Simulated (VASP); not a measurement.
# Sb (Im-3m) in VASP: further runs

Aim: see how the results for Sb move with the level of theory and the settings. Levels: revPBE, BLYP, LDA, PBEsol. Tasks: single point, relaxation of cell and atoms.

Program: VASP 6.6.1. These are calculated values, not measurements. Logs are shortened: lines on timing, memory, paths and dates and some standing lists are left out, and cuts for length are marked.

## (1) The cell of the first run

It takes space group Im-3m (No. 229, cubic). Conventional cell: a = 3.824 Å, b = 3.824 Å, c = 3.824 Å, α = 90.00°, β = 90.00°, γ = 90.00°. Within 4.4 Å of Sb (site symmetry m-3m) lie 14 Sb at 3.31 to 3.82 Å.

## (2) Single point, revPBE

Contents of INCAR:

```
SYSTEM = Sb
ALGO     = Normal         ! electronic algorithm
EDIFF    = 1E-6           ! SCF threshold, eV
ENCUT    = 520            ! plane-wave cutoff, eV
GGA      = RE             ! functional
ISIF     = 2              ! what is computed and relaxed
ISMEAR   = -1             ! smearing method
LASPH    = .True.         ! aspherical terms in the spheres
LCHARG   = .False.        ! write CHGCAR
LREAL    = .False.        ! projectors in reciprocal space
LWAVE    = .False.        ! write WAVECAR
NBANDS   = 8              ! bands
NELM     = 100            ! most SCF steps
PREC     = Accurate       ! precision mode
SIGMA    = 0.05           ! smearing width, eV
```

Contents of KPOINTS:

```
k-points
0
Gamma
  10 10 10
  0 0 0
```

Contents of POSCAR:

```
Sb
1.0
   -1.9117540782      1.9117540782      1.9117540782
    1.9117540782     -1.9117540782      1.9117540782
    1.9117540782      1.9117540782     -1.9117540782
Sb
1
Direct
    0.0000000000      0.0000000000      0.0000000000
```

Potentials or basis: VASP PAW PBE potentials, release 64 (Sb).

Run with:

```bash
> cat potpaw_PBE.64/Sb/POTCAR > POTCAR
> mpirun -np 1 vasp_std > vasp.out
```

OUTCAR:

```text
SYSTEM = Sb
   EDIFF = 1E-6
   ENCUT = 520
   GGA = RE
   ISIF = 2
   ISMEAR = -1
   LASPH = .True.
   LREAL = .False.
   NELM = 100
   PREC = Accurate

 ion  position               nearest neighbor table
   1  0.000  0.000  0.000-

  LATTYP: Found a body centered cubic cell.
 ALAT       =     3.8235081564

  Lattice vectors:

 A1 = (  -1.9117540782,   1.9117540782,   1.9117540782)
 A2 = (   1.9117540782,  -1.9117540782,   1.9117540782)
 A3 = (   1.9117540782,   1.9117540782,  -1.9117540782)

Analysis of symmetry for initial positions (statically):
=====================================================================
 Subroutine PRICEL returns:
 Original cell was already a primitive cell.

 Routine SETGRP: Setting up the symmetry group for a
 body centered cubic supercell.

 Subroutine GETGRP returns: Found 48 space group operations
 (whereof 48 operations were pure point group operations)
 out of a pool of 48 trial point group operations.

The static configuration has the point symmetry O_h .

Analysis of symmetry for dynamics (positions and initial velocities):
=====================================================================
 Subroutine PRICEL returns:
 Original cell was already a primitive cell.

 Routine SETGRP: Setting up the symmetry group for a
 body centered cubic supercell.

 Subroutine GETGRP returns: Found 48 space group operations
 (whereof 48 operations were pure point group operations)
 out of a pool of 48 trial point group operations.

The dynamic configuration has the point symmetry O_h .

 Subroutine INISYM returns: Found 48 space group operations
 (whereof 48 operations are pure point group operations),
 and found     1 'primitive' translations

----------------------------------------------------------------------------------------

                                     Primitive cell

  volume of cell :      27.9483

  direct lattice vectors                    reciprocal lattice vectors
    -1.911754078  1.911754078  1.911754078     0.000000000  0.261539915  0.261539915
     1.911754078 -1.911754078  1.911754078     0.261539915  0.000000000  0.261539915
     1.911754078  1.911754078 -1.911754078     0.261539915  0.261539915  0.000000000

  length of vectors
     3.311255195  3.311255195  3.311255195     0.369873296  0.369873296  0.369873296

  position of ions in fractional coordinates (direct lattice)
     0.000000000  0.000000000  0.000000000

  ion indices of the primitive-cell ions
   primitive index   ion index
                 1           1

----------------------------------------------------------------------------------------

 KPOINTS: k-points

Automatic generation of k-mesh.
 Grid dimensions read from file:
 generate k-points for:   10   10   10

 Generating k-lattice:

  Cartesian coordinates                     Fractional coordinates (reciprocal lattice)
     0.000000000  0.026153992  0.026153992     0.100000000  0.000000000  0.000000000
     0.026153992  0.000000000  0.026153992     0.000000000  0.100000000  0.000000000
     0.026153992  0.026153992  0.000000000     0.000000000  0.000000000  0.100000000

  Length of vectors
     0.036987330  0.036987330  0.036987330

  Shift w.r.t. Gamma in fractional coordinates (k-lattice)
     0.000000000  0.000000000  0.000000000

 Subroutine IBZKPT returns following result:
 ===========================================

 Found     47 irreducible k-points:

 Following reciprocal coordinates:
            Coordinates               Weight
  0.000000  0.000000  0.000000      1.000000
  0.100000  0.000000  0.000000     12.000000
  0.200000  0.000000  0.000000     12.000000
  0.300000  0.000000  0.000000     12.000000
  0.400000  0.000000  0.000000     12.000000
  0.500000  0.000000  0.000000      6.000000
[... 16 lines left out ...]
  0.300000  0.300000  0.100000      8.000000
 -0.300000  0.300000  0.100000     24.000000
 [... further k-points ...]
   k-points           NKPTS =     47   k-points in BZ     NKDIM =     47   number of bands    NBANDS=      8
   number of dos      NEDOS =    301   number of ions     NIONS =      1
   total plane-waves  NPLWV =  21952
   dimension x,y,z NGX =    28 NGY =   28 NGZ =   28
   dimension x,y,z NGXF=    56 NGYF=   56 NGZF=   56
   ions per type =               1
   NGX,Y,Z   is equivalent  to a cutoff of  14.06, 14.06, 14.06 a.u.
   NGXF,Y,Z  is equivalent  to a cutoff of  28.12, 28.12, 28.12 a.u.
 SYSTEM =  Sb
   PREC   = accura    normal or accurate (medium, high low for compatibility)
   ISTART =      0    job   : 0-new  1-cont  2-samecut
   ICHARG =      2    charge: 1-file 2-atom 10-const
   ISPIN  =      1    spin polarized calculation?
   LNONCOLLINEAR =      F non collinear calculations
   LSORBIT =      F    spin-orbit coupling
   LASPH  =      T    aspherical Exc in radial PAW
   ENCUT  =  520.0 eV  38.22 Ry    6.18 a.u.   6.16  6.16  6.16*2*pi/ulx,y,z
   NELM   =    100;   NELMIN=  2; NELMDL= -5     # of ELM steps
   EDIFF  = 0.1E-05   stopping-criterion for ELM
   LREAL  =      F    real-space projection
   EDIFFG = 0.1E-04   stopping-criterion for IOM
   NSW    =      0    number of steps for IOM
   IBRION =     -1    ionic relax: 0-MD 1-quasi-New 2-CG
   NFREE  =      0    steps in history (QN), initial steepest desc. (CG)
   ISIF   =      2    stress and relaxation
   ISYM   =      2    0-nonsym 1-usesym 2-fastsym
   POTIM  = 0.5000    time-step for ionic-motion
   TEBEG  =    0.0;   TEEND  =   0.0 temperature during run
   PSTRESS=    0.0 pullay stress
   NELECT =       5.0000    total number of electrons
   NUPDOWN=      -1.0000    fix difference up-down
   EMIN   =  10.00;   EMAX   =-10.00  energy-range for DOS
   EFERMI =   0.00;   METHOD = LEGACY
   ISMEAR =    -1;   SIGMA  =   0.05  broadening in eV -4-tet -1-fermi 0-gaus
   EFERMI_NEDOS =   21; number of points for ismear=-14 and -15
   IALGO  =     38    algorithm
   IMIX   =      4    mixing-type and parameters
     AMIX     =   0.40;   BMIX     =  1.00
     AMIX_MAG =   1.60;   BMIX_MAG =  1.00
  volume/ion in A,a.u.               =      27.95       188.60
  Fermi-wavevector in a.u.,A,eV,Ry     =   0.922457  1.743191 11.577564  0.850927
  Thomas-Fermi vector in A             =   2.047986
   LORBIT       =      0    0 simple, 1 ext, 2 COOP (PROOUT), +10 PAW based schemes
   GGA     = RE    functional components
   LHFCALC =     F    Hartree Fock is set to
   AEXX    =    0.0000 exact exchange contribution
   IVDW    =     0    specifies the selected vdW correction
   LEPSILON=     F    determine dielectric tensor
   LRPA    =     F    only Hartree local field effects (RPA)
 non-spin polarized calculation
  energy-cutoff  :      520.00
  volume of cell :       27.95
 maximum number of plane-waves:       767
 NGX is ok and might be reduce to    28
   NGX = 13   NGY = 13   NGZ = 13

 number of electron       4.9999999 magnetization

 Free energy of the ion-electron system (eV)
  ---------------------------------------------------
  ext. energy  EPLUGINS =         0.00000000
  ---------------------------------------------------
  free energy    TOTEN  =        -3.57472702 eV

  energy without entropy =       -3.56596416  energy(sigma->0) =       -3.57034559

 E-fermi :   8.0381     XC(G=0): -10.0351

 val. band max:        7.9988527124   @ k =   0.5000   0.5000   0.3000
 cond. band min:       8.0419316707   @ k =  -0.3000   0.4000   0.1000
 fundamental gap:      0.0430789584
 Fermi energy:         8.0380569608

 k-point     1 :       0.0000    0.0000    0.0000
  band No.  band energies     occupation
      1      -4.5014      2.00000
      2      13.2733      0.00000
      3      13.2733      0.00000
      4      13.2733      0.00000
      5      18.4233      0.00000
      6      18.4233      0.00000
      7      18.4233      0.00000
      8      19.7713      0.00000

 k-point     2 :       0.1000    0.0000    0.0000
  band No.  band energies     occupation
      1      -4.2995      2.00000
      2      11.8237      0.00000
      3      12.6743      0.00000
      4      13.1148      0.00000
      5      17.3768      0.00000
      6      17.4570      0.00000
      7      19.0967      0.00000
      8      19.2601      0.00000

 k-point     3 :       0.2000    0.0000    0.0000
  band No.  band energies     occupation
      1      -3.6993      2.00000
      2       9.0751      0.00000
      3      11.5503      0.00000
      4      12.6936      0.00000
      5      16.0070      0.00000
      6      16.3528      0.00000
      7      18.9839      0.00000
      8      19.8426      0.00000

 k-point     4 :       0.3000    0.0000    0.0000
  band No.  band energies     occupation
      1      -2.7270      2.00000
      2       6.2839      2.00000
      3      10.5459      0.00000
      4      12.1910      0.00000
      5      15.0577      0.00000
      6      15.5451      0.00000
      7      19.5669      0.00000
      8      20.5923      0.00000

 k-point     5 :       0.4000    0.0000    0.0000
  band No.  band energies     occupation
      1      -1.4960      2.00000
      2       3.8947      2.00000
      3       9.8884      0.00000
      4      11.8103      0.00000
      5      14.5060      0.00000
      6      15.0589      0.00000
      7      20.6278      0.00000
      8      21.6463      0.00000
[... 177 lines left out ...]
 k-point    22 :      -0.2000    0.2000    0.1000
  band No.  band energies     occupation
      1      -3.4995      2.00000
      2       9.1410      0.00000
      3      10.9289      0.00000
      4      11.6326      0.00000
      5      15.8166      0.00000
      6      17.2594      0.00000
      7      17.8284      0.00000
      8      20.3588      0.00000

 k-point    23 :       0.3000    0.3000    0.1000
  band No.  band energies     occupation
      1       0.0931      2.00000
      2       4.6458      2.00000
      3       4.6458      2.00000
      4       8.2222      0.04911
      5      19.0811      0.00000
      6      21.0990      0.00000
      7      21.0990      0.00000
      8      23.4730      0.00000

 k-point    24 :      -0.3000    0.3000    0.1000
  band No.  band energies     occupation
      1      -2.5308      2.00000
      2       6.4335      2.00000
      3       9.9345      0.00000
      4      11.2299      0.00000
      5      15.5275      0.00000
      6      16.4602      0.00000
      7      17.6252      0.00000
      8      22.6388      0.00000

 [... further k-points ...]
[... 5 lines left out ...]
  --------------------------------------------------------------------------------------
  -------------------------------------------------------------------------------------
  Total       -0.0311736     -0.0311736     -0.0311736      0.0000000      0.0000000     -0.0000000
  in kB       -1.7870676     -1.7870676     -1.7870676      0.0000000      0.0000000     -0.0000000
  external PRESSURE =      -1.7870676 kB  Pullay stress =       0.0000000 kB

 VOLUME and BASIS-vectors are now :
 -----------------------------------------------------------------------------
  energy-cutoff  :      520.00
  volume of cell :       27.95
      direct lattice vectors                 reciprocal lattice vectors
    -1.911754078  1.911754078  1.911754078     0.000000000  0.261539915  0.261539915
     1.911754078 -1.911754078  1.911754078     0.261539915  0.000000000  0.261539915
     1.911754078  1.911754078 -1.911754078     0.261539915  0.261539915  0.000000000

 POSITION                                       TOTAL-FORCE (eV/Angst)
 -----------------------------------------------------------------------------------
      0.00000      0.00000      0.00000        -0.000000     -0.000000     -0.000000
 -----------------------------------------------------------------------------------
    total drift:                                0.000000      0.000000      0.000000

  FREE ENERGIE OF THE ION-ELECTRON SYSTEM (eV)
  ---------------------------------------------------
  free  energy   TOTEN  =        -3.5747270215 eV

  energy  without entropy=       -3.5659641617  energy(sigma->0) =       -3.57034559
```

Run time: 12 s. Hardware: 1 thread of Intel Xeon 8259CL, shared host; peak memory 0.15 GiB.

Results:

- Free energy: -3.5747 eV
- Pressure: -0.2 GPa

Caveat: the PAW data sets were made with another functional, which shifts forces and pressure a little; spin-orbit coupling is left out, which moves the levels of the heavy elements.

(Part 1 of 3 ends here.)
